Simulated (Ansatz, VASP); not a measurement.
# Two plane-wave programs on O

The input INCAR:

```
SYSTEM = O
PREC = Accurate ; ENCUT = 520
EDIFF = 1E-8 ; ISMEAR = -1
SIGMA = 0.02 ; LREAL = .False.
LASPH = .True. ; NELM = 80
ALGO = Normal ; ISIF = 2
LWAVE = .False. ; LCHARG = .False.
GGA = PE ; LEFG = .True.
NBANDS = 13
```

Contents of KPOINTS:

```
regular mesh
0
Gamma
  10 10 10
  0 0 0
```

File POSCAR:

```
O
1.0
    1.4024674646      0.8097149681      3.5105490000
   -1.4024674646      0.8097149681      3.5105490000
    0.0000000000     -1.6194299364      3.5105490000
O
2
Direct
    0.0577000000      0.0577000000      0.0577000000
    0.9423000000      0.9423000000      0.9423000000
```

Input for Ansatz:

```yaml
crystal:
  lattice:
    - [1.4024674646, 0.8097149681, 3.510549]
    - [-1.4024674646, 0.8097149681, 3.510549]
    - [0.0, -1.6194299364, 3.510549]
  atoms:
    - { symbol: O, position: [0.0577, 0.0577, 0.0577] }
    - { symbol: O, position: [0.9423, 0.9423, 0.9423] }
kpoints:
  mp_grid: { grid: [10, 10, 10] }
scf:
  occupations: { method: fermi_dirac, width: 0.02 }
hamiltonian:
  xc: pbe
  pseudopotentials: { kind: paw }
output:
  forces: true
  stress: true
  eigenvalues: true
  efg: { contact_densities: true }
```

Change from the starting cell: z stretched by +3 % at fixed volume, PAW files.

Alike in both runs: task electric field gradients; functional PBE; k mesh 10 × 10 × 10; occupations fermi-dirac, width 0.02 eV; no spin polarisation.

|  | VASP | Ansatz |
| --- | --- | --- |
| version | VASP 6.6.1 | Ansatz 0.2.0 |
| potentials or method | VASP PAW PBE potentials, release 64 (O) | PAW with Ansatz's default frozen-core files, scalar-relativistic |
| plane-wave cutoff (eV) | 520 | 420 |
| valence electrons in the cell | 12 | 12 |

|  | VASP | Ansatz | Ansatz less VASP |
| --- | --- | --- | --- |
| pressure (GPa) | 0.6 | -2.3 | -2.91 |
| traceless stress, the component that is largest in VASP (GPa) | 13.76 | 7.33 | -6.432 |
| rms of the force components (eV/Å) | 0.610 | 0.088 | -0.5220 |
| size of Vzz on the site where it differs most (V/Å²) | 128.1 | 126.5 | -1.63 |

Atom by atom the forces differ by 0.699 eV/Å (rms over components).

Noted on VASP's run: the standard files for N, O and F lose accuracy on very short bonds; spin is off for a triplet molecule.
